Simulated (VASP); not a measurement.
# YGe (Cmcm) in VASP: single point with LDA

Aim: the single point of YGe with LDA.

All numbers are computed with VASP 6.6.1; they aren't measurements. Logs are shortened: lines on timing, memory, paths and dates and some standing lists are left out, and cuts for length are marked.

**1. The cell of the first run**

Symmetry: Cmcm, No. 63, orthorhombic system. The conventional cell has a = 4.283 Å, b = 10.724 Å, c = 3.955 Å, α = 90.00°, β = 90.00°, γ = 90.00°. Y (site symmetry m2m) has 7 Ge at 2.97 to 3.21 Å and 6 Y at 3.57 to 3.77 Å within 3.9 Å. Ge (site symmetry m2m) has 2 Ge at 2.68 Å and 7 Y at 2.97 to 3.21 Å within 3.5 Å.

**2. Single point, LDA**

Input file INCAR:

```
SYSTEM = YGe
  ALGO = Normal
  EDIFF = 1E-6
  ENCUT = 520
  ISIF = 2
  ISMEAR = 1
  LASPH = .True.
  LCHARG = .True.
  LELF = .True.
  LREAL = .False.
  LVHAR = .True.
  LWAVE = .False.
  NBANDS = 33
  NELM = 60
  PREC = Accurate
  SIGMA = 0.1
```

Input file KPOINTS:

```
k-points
0
Gamma
  6 6 6
  0 0 0
```

Input file POSCAR:

```
YGe
1.0
    2.1412800000     -5.3622000000      0.0000000000
    2.1412800000      5.3622000000      0.0000000000
    0.0000000000      0.0000000000      3.9545990000
Y Ge
2 2
Direct
    0.1386060000      0.8613940000      0.2500000000
    0.8613940000      0.1386060000      0.7500000000
    0.4156180000      0.5843820000      0.2500000000
    0.5843820000      0.4156180000      0.7500000000
```

Potentials or basis: VASP PAW LDA potentials, release 64 (Y_sv, Ge_d).

Command:

```
cat potpaw_LDA.64/Y_sv/POTCAR potpaw_LDA.64/Ge_d/POTCAR > POTCAR
mpirun -np 1 vasp_std > vasp.out
```

OUTCAR:

```text
SYSTEM = YGe
   EDIFF = 1E-6
   ENCUT = 520
   ISIF = 2
   ISMEAR = 1
   LASPH = .True.
   LREAL = .False.
   NELM = 60
   PREC = Accurate

 ion  position               nearest neighbor table
   1  0.139  0.861  0.250-   3 2.97   4 2.97   4 2.97   4 2.97   4 2.97   3 3.21   3 3.21   2 3.57
                             2 3.57   2 3.77   2 3.77   2 3.77   2 3.77
   2  0.861  0.139  0.750-   4 2.97   3 2.97   3 2.97   3 2.97   3 2.97   4 3.21   4 3.21   1 3.57
                             1 3.57   1 3.77   1 3.77   1 3.77   1 3.77
   3  0.416  0.584  0.250-   4 2.68   4 2.68   1 2.97   2 2.97   2 2.97   2 2.97   2 2.97   1 3.21
                             1 3.21
   4  0.584  0.416  0.750-   3 2.68   3 2.68   2 2.97   1 2.97   1 2.97   1 2.97   1 2.97   2 3.21
                             2 3.21

  LATTYP: Found a base centered orthorhombic cell.
 ALAT       =     4.2825600000
 B/A-ratio  =     2.5042030935
 C/A-ratio  =     0.9234194033

  Lattice vectors:

 A1 = (   2.1412800000,  -5.3622000000,   0.0000000000)
 A2 = (   2.1412800000,   5.3622000000,   0.0000000000)
 A3 = (   0.0000000000,   0.0000000000,   3.9545990000)

Analysis of symmetry for initial positions (statically):
=====================================================================
 Subroutine PRICEL returns:
 Original cell was already a primitive cell.

 Routine SETGRP: Setting up the symmetry group for a
 base centered orthorhombic supercell.

 Subroutine GETGRP returns: Found  8 space group operations
 (whereof  4 operations were pure point group operations)
 out of a pool of  8 trial point group operations.

The static configuration has the point symmetry C_2h.
 The point group associated with its full space group is D_2h.

Analysis of symmetry for dynamics (positions and initial velocities):
=====================================================================
 Subroutine PRICEL returns:
 Original cell was already a primitive cell.

 Routine SETGRP: Setting up the symmetry group for a
 base centered orthorhombic supercell.

 Subroutine GETGRP returns: Found  8 space group operations
 (whereof  4 operations were pure point group operations)
 out of a pool of  8 trial point group operations.

The dynamic configuration has the point symmetry C_2h.
 The point group associated with its full space group is D_2h.

 Subroutine INISYM returns: Found  8 space group operations
 (whereof  4 operations are pure point group operations),
 and found     1 'primitive' translations

----------------------------------------------------------------------------------------

                                     Primitive cell

  volume of cell :      90.8132

  direct lattice vectors                    reciprocal lattice vectors
     2.141280000 -5.362200000  0.000000000     0.233505193 -0.093245310  0.000000000
     2.141280000  5.362200000  0.000000000     0.233505193  0.093245310  0.000000000
     0.000000000  0.000000000  3.954599000     0.000000000  0.000000000  0.252870139

  length of vectors
     5.773930107  5.773930107  3.954599000     0.251434610  0.251434610  0.252870139

  position of ions in fractional coordinates (direct lattice)
     0.138606000  0.861394000  0.250000000
     0.861394000  0.138606000  0.750000000
     0.415618000  0.584382000  0.250000000
     0.584382000  0.415618000  0.750000000

  ion indices of the primitive-cell ions
   primitive index   ion index
                 1           1
                 2           2
                 3           3
                 4           4

----------------------------------------------------------------------------------------

 KPOINTS: k-points

Automatic generation of k-mesh.
 Grid dimensions read from file:
 generate k-points for:    6    6    6

 Generating k-lattice:

  Cartesian coordinates                     Fractional coordinates (reciprocal lattice)
     0.038917532 -0.015540885  0.000000000     0.166666667  0.000000000  0.000000000
     0.038917532  0.015540885  0.000000000     0.000000000  0.166666667  0.000000000
     0.000000000  0.000000000  0.042145023     0.000000000  0.000000000  0.166666667

  Length of vectors
     0.041905768  0.041905768  0.042145023

  Shift w.r.t. Gamma in fractional coordinates (k-lattice)
     0.000000000  0.000000000  0.000000000

 Subroutine IBZKPT returns following result:
 ===========================================

 Found     52 irreducible k-points:

 Following reciprocal coordinates:
            Coordinates               Weight
  0.000000  0.000000  0.000000      1.000000
  0.166667  0.000000  0.000000      4.000000
  0.333333  0.000000  0.000000      4.000000
  0.500000  0.000000  0.000000      2.000000
  0.166667  0.166667  0.000000      2.000000
  0.333333  0.166667  0.000000      4.000000
[... 16 lines left out ...]
  0.333333  0.333333  0.166667      4.000000
  0.500000  0.333333  0.166667      8.000000
 [... further k-points ...]
   k-points           NKPTS =     52   k-points in BZ     NKDIM =     52   number of bands    NBANDS=     33
   number of dos      NEDOS =    301   number of ions     NIONS =      4
   total plane-waves  NPLWV =  69120
   dimension x,y,z NGX =    48 NGY =   48 NGZ =   30
   dimension x,y,z NGXF=    96 NGYF=   96 NGZF=   60
   ions per type =               2   2
   NGX,Y,Z   is equivalent  to a cutoff of  13.82, 13.82, 12.61 a.u.
   NGXF,Y,Z  is equivalent  to a cutoff of  27.64, 27.64, 25.22 a.u.
 SYSTEM =  YGe
   PREC   = accura    normal or accurate (medium, high low for compatibility)
   ISTART =      0    job   : 0-new  1-cont  2-samecut
   ICHARG =      2    charge: 1-file 2-atom 10-const
   ISPIN  =      1    spin polarized calculation?
   LNONCOLLINEAR =      F non collinear calculations
   LSORBIT =      F    spin-orbit coupling
   LASPH  =      T    aspherical Exc in radial PAW
   ENCUT  =  520.0 eV  38.22 Ry    6.18 a.u.  10.74 10.74  7.35*2*pi/ulx,y,z
   NELM   =     60;   NELMIN=  2; NELMDL= -5     # of ELM steps
   EDIFF  = 0.1E-05   stopping-criterion for ELM
   LREAL  =      F    real-space projection
   EDIFFG = 0.1E-04   stopping-criterion for IOM
   NSW    =      0    number of steps for IOM
   IBRION =     -1    ionic relax: 0-MD 1-quasi-New 2-CG
   NFREE  =      0    steps in history (QN), initial steepest desc. (CG)
   ISIF   =      2    stress and relaxation
   ISYM   =      2    0-nonsym 1-usesym 2-fastsym
   POTIM  = 0.5000    time-step for ionic-motion
   TEBEG  =    0.0;   TEEND  =   0.0 temperature during run
   PSTRESS=    0.0 pullay stress
   NELECT =      50.0000    total number of electrons
   NUPDOWN=      -1.0000    fix difference up-down
   EMIN   =  10.00;   EMAX   =-10.00  energy-range for DOS
   EFERMI =   0.00;   METHOD = LEGACY
   ISMEAR =     1;   SIGMA  =   0.10  broadening in eV -4-tet -1-fermi 0-gaus
   EFERMI_NEDOS =   21; number of points for ismear=-14 and -15
   IALGO  =     38    algorithm
   IMIX   =      4    mixing-type and parameters
     AMIX     =   0.40;   BMIX     =  1.00
     AMIX_MAG =   1.60;   BMIX_MAG =  1.00
  volume/ion in A,a.u.               =      22.70       153.21
  Fermi-wavevector in a.u.,A,eV,Ry     =   1.341782  2.535600 24.495631  1.800378
  Thomas-Fermi vector in A             =   2.469988
   LORBIT       =      0    0 simple, 1 ext, 2 COOP (PROOUT), +10 PAW based schemes
   GGA     = CA    functional components
   LHFCALC =     F    Hartree Fock is set to
   AEXX    =    0.0000 exact exchange contribution
   IVDW    =     0    specifies the selected vdW correction
   LEPSILON=     F    determine dielectric tensor
   LRPA    =     F    only Hartree local field effects (RPA)
 non-spin polarized calculation
 Methfessel and Paxton  Order N= 1 SIGMA  =   0.10
  energy-cutoff  :      520.00
  volume of cell :       90.81
 maximum number of plane-waves:      2464
 NGX is ok and might be reduce to    48
   NGX = 21   NGY = 21   NGZ = 15

 number of electron      50.0000007 magnetization

 Free energy of the ion-electron system (eV)
  ---------------------------------------------------
  ext. energy  EPLUGINS =         0.00000000
  ---------------------------------------------------
  free energy    TOTEN  =       -28.16873238 eV

  energy without entropy =      -28.16838355  energy(sigma->0) =      -28.16861610

 E-fermi :   4.9017     XC(G=0): -10.8960

 val. band max:        4.8534544763   @ k =  -0.3333   0.3333   0.0000
 cond. band min:       4.9059099142   @ k =   0.1667   0.1667   0.1667
 fundamental gap:      0.0524554379
 Fermi energy:         4.9016500296

 k-point     1 :       0.0000    0.0000    0.0000
  band No.  band energies     occupation
      1     -37.2804      2.00000
      2     -37.2305      2.00000
      3     -19.4587      2.00000
      4     -19.4182      2.00000
      5     -19.3588      2.00000
      6     -19.3470      2.00000
[... 25 lines left out ...]
     32       7.8964      0.00000
     33       8.4684      0.00000

 k-point     2 :       0.1667    0.0000    0.0000
  band No.  band energies     occupation
      1     -37.2773      2.00000
      2     -37.2323      2.00000
      3     -19.4584      2.00000
      4     -19.4222      2.00000
      5     -19.3636      2.00000
      6     -19.3458      2.00000
[... 25 lines left out ...]
     32       8.6550      0.00000
     33       9.2600      0.00000

 k-point     3 :       0.3333    0.0000    0.0000
  band No.  band energies     occupation
      1     -37.2699      2.00000
      2     -37.2371      2.00000
      3     -19.4577      2.00000
      4     -19.4294      2.00000
      5     -19.3730      2.00000
      6     -19.3434      2.00000
[... 25 lines left out ...]
     32       9.3214      0.00000
     33       9.5800      0.00000

 k-point     4 :       0.5000    0.0000    0.0000
  band No.  band energies     occupation
      1     -37.2652      2.00000
      2     -37.2405      2.00000
      3     -19.4573      2.00000
      4     -19.4327      2.00000
      5     -19.3777      2.00000
      6     -19.3420      2.00000
[... 673 lines left out ...]
     32       8.7941      0.00000
     33       9.4900      0.00000

 k-point    23 :       0.3333    0.3333    0.1667
  band No.  band energies     occupation
      1     -37.2571      2.00000
      2     -37.2465      2.00000
      3     -19.4509      2.00000
      4     -19.4233      2.00000
      5     -19.3711      2.00000
      6     -19.3504      2.00000
[... 25 lines left out ...]
     32       9.0672      0.00000
     33       9.6311      0.00000

 k-point    24 :       0.5000    0.3333    0.1667
  band No.  band energies     occupation
      1     -37.2585      2.00000
      2     -37.2477      2.00000
      3     -19.4502      2.00000
      4     -19.4222      2.00000
      5     -19.3678      2.00000
      6     -19.3493      2.00000
[... 25 lines left out ...]
     32       8.6382      0.00000
     33       9.2494      0.00000

 [... further k-points ...]
[... 5 lines left out ...]
  --------------------------------------------------------------------------------------
  -------------------------------------------------------------------------------------
  Total       -2.9284690     -2.7976409     -2.2967187      0.0000000     -0.0000000      0.0000000
  in kB      -51.6656979    -49.3575548    -40.5200034      0.0000000     -0.0000000      0.0000000
  external PRESSURE =     -47.1810854 kB  Pullay stress =       0.0000000 kB

 VOLUME and BASIS-vectors are now :
 -----------------------------------------------------------------------------
  energy-cutoff  :      520.00
  volume of cell :       90.81
      direct lattice vectors                 reciprocal lattice vectors
     2.141280000 -5.362200000  0.000000000     0.233505193 -0.093245310  0.000000000
     2.141280000  5.362200000  0.000000000     0.233505193  0.093245310  0.000000000
     0.000000000  0.000000000  3.954599000     0.000000000  0.000000000  0.252870139

 POSITION                                       TOTAL-FORCE (eV/Angst)
 -----------------------------------------------------------------------------------
      2.14128      3.87573      0.98865         0.000000      0.112842      0.000000
      2.14128     -3.87573      2.96595         0.000000     -0.112842      0.000000
      2.14128      0.90495      0.98865         0.000000      0.041413     -0.000000
      2.14128     -0.90495      2.96595         0.000000     -0.041413      0.000000
 -----------------------------------------------------------------------------------
    total drift:                               -0.000000      0.000000     -0.000000

  FREE ENERGIE OF THE ION-ELECTRON SYSTEM (eV)
  ---------------------------------------------------
  free  energy   TOTEN  =       -28.1687323801 eV

  energy  without entropy=      -28.1683835494  energy(sigma->0) =      -28.16861610
```

Wall time 2.7 min (1 thread of AMD EPYC 7R13 (Zen 3), shared host); peak memory 0.28 GiB.

What came out:

- Free energy: -28.1687 eV
- Pressure: -4.7 GPa
- Largest force: 0.113 eV/Å
- Band gap on the k mesh: zero (band 25 reaches 5.45 eV, above the bottom of band 26 at 3.89 eV)

Forces on the atoms (eV/Å):
```
Y    0.000  0.113  0.000
Y    0.000 -0.113  0.000
Ge   0.000  0.041  0.000
Ge   0.000 -0.041  0.000
```

Stress tensor (GPa, compression positive):
```
-5.17  0.00  0.00
 0.00 -4.94  0.00
 0.00  0.00 -4.05
```
